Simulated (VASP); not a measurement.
MgS:

```
S Mg
1.0
     0.00000    2.60165    2.60165
     2.60165    0.00000    2.60165
     2.60165    2.60165    0.00000
S Mg
1 1
Direct
  0.50000 0.50000 0.50000
  0.00000 0.00000 0.00000
```

Base run:

| Property | Result |
| --- | --- |
| Program | VASP 6.6.1 |
| Functional | PBEsol-based screened hybrid with 25 % exact exchange |
| Potentials or basis | VASP PAW PBE potentials, release 64 (S, Mg) |
| Cutoff | 520 eV |
| k mesh | 5 × 5 × 5 |
| Occupations | fermi-dirac, width 0.05 eV |
| Spin | no spin polarisation |

Its results: band gap on the k mesh 4.14 eV (least direct gap 4.71 eV); pressure -2.0 GPa.

Question: The run is repeated on the same cell with these changes: functional from PBEsol-based screened hybrid with 25 % exact exchange to r2SCAN0. What comes out?

Answer: Band gap on the k mesh 5.36 eV (least direct gap 6.08 eV); pressure -1.3 GPa.

Caveats: the PAW data sets were made with another functional, which shifts forces and pressure a little; an odd mesh through Γ misses points on the zone boundary, where band edges can lie.
